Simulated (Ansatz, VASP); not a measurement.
# Al2O3: VASP beside Ansatz

```
CELL_PARAMETERS angstrom
2.84106 0.00000 0.00000
-1.42053 2.46043 0.00000
0.00000 0.00000 9.19670
ATOMIC_POSITIONS crystal
Al 0.00000 0.00000 0.14999
Al 0.00000 0.00000 0.85001
O 0.33333 0.66667 0.22232
O 0.66667 0.33333 0.00000
O 0.33333 0.66667 0.77768
```

Change from the starting cell: strain -0.015 along x and y, -0.015 along z, atoms carried along.

Alike in both runs: task single point; functional PBE; dispersion D3(BJ); k mesh 12 × 12 × 4; occupations gaussian, width 0.05 eV; no spin polarisation.

|  | VASP | Ansatz |
| --- | --- | --- |
| version | VASP 6.6.1 | Ansatz 0.2.0 |
| potentials or method | VASP PAW PBE potentials, release 64 (Al, O), cutoff 520 eV | scalar-relativistic, plane waves, PAW |
| valence electrons in the cell | 24 | 24 |

|  | VASP | Ansatz | Ansatz less VASP |
| --- | --- | --- | --- |
| gap on the k mesh at the Fermi level (eV) | 5.17 | 5.19 | +0.018 |
| least direct gap on the mesh (eV) | 5.43 | 5.45 | +0.015 |
| pressure (GPa) | 5.2 | 5.1 | -0.06 |
| traceless stress, the component that is largest in VASP (GPa) | -2.05 | -1.80 | +0.253 |
| rms of the force components (eV/Å) | 0.213 | 0.228 | +0.0147 |

Atom by atom the forces differ by 0.017 eV/Å (rms over components).
